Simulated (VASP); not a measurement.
Set up this calculation in VASP 6.6.1, as the native input.

```yaml
Task: single point
Functional: LDA
Potentials_or_basis: VASP PAW LDA potentials, release 64 (Sr_sv, Ti_sv, O)
Cutoff: 520 eV
k_mesh: 6 × 6 × 6
Occupations: gaussian, width 0.01 eV
Spin: no spin polarisation
Dipole_correction: no
Further_INCAR_settings: ALGO = Normal; EDIFF = 1e-06; NBANDS = 28
```

The structure of SrTiO3 lies in POSCAR:

```
SrTiO3
1.0
    3.8417615885      0.0000000000      0.0000000000
    0.0000000000      3.8417615885      0.0000000000
    0.0000000000      0.0000000000      3.8417615885
Sr Ti O
1 1 3
Direct
    0.5000000000      0.5000000000      0.5000000000
    0.0000000000      0.0000000000      0.0000000000
    0.5000000000      0.0000000000      0.0000000000
    0.0000000000      0.5000000000      0.0000000000
    0.0000000000      0.0000000000      0.5000000000
```

These files were run (other wordings do the same):

INCAR

```
  PREC = Accurate
  ENCUT = 520
  EDIFF = 1E-6
  ISMEAR = 0
  SIGMA = 0.01
  LREAL = F
  LASPH = T
  NELM = 60
  ALGO = Normal
  ISIF = 2
  LWAVE = F
  LCHARG = F
  NBANDS = 28
```

KPOINTS

```
Automatic mesh
0
Gamma
  6 6 6
```

Potentials or basis: VASP PAW LDA potentials, release 64 (Sr_sv, Ti_sv, O).

Run with:

```sh
$ cat potpaw_LDA.64/Sr_sv/POTCAR potpaw_LDA.64/Ti_sv/POTCAR potpaw_LDA.64/O/POTCAR > POTCAR
$ mpirun -np 1 vasp_std > vasp.out
```

It gave:

| Property | Result |
| --- | --- |
| Pressure | 3.1 GPa |
| Band gap on the k mesh | 1.83 eV, indirect (least direct gap 2.15 eV) |

Run time: 54 s on 1 thread of Intel Xeon 8259CL, on a shared host, peak memory 0.17 GiB.
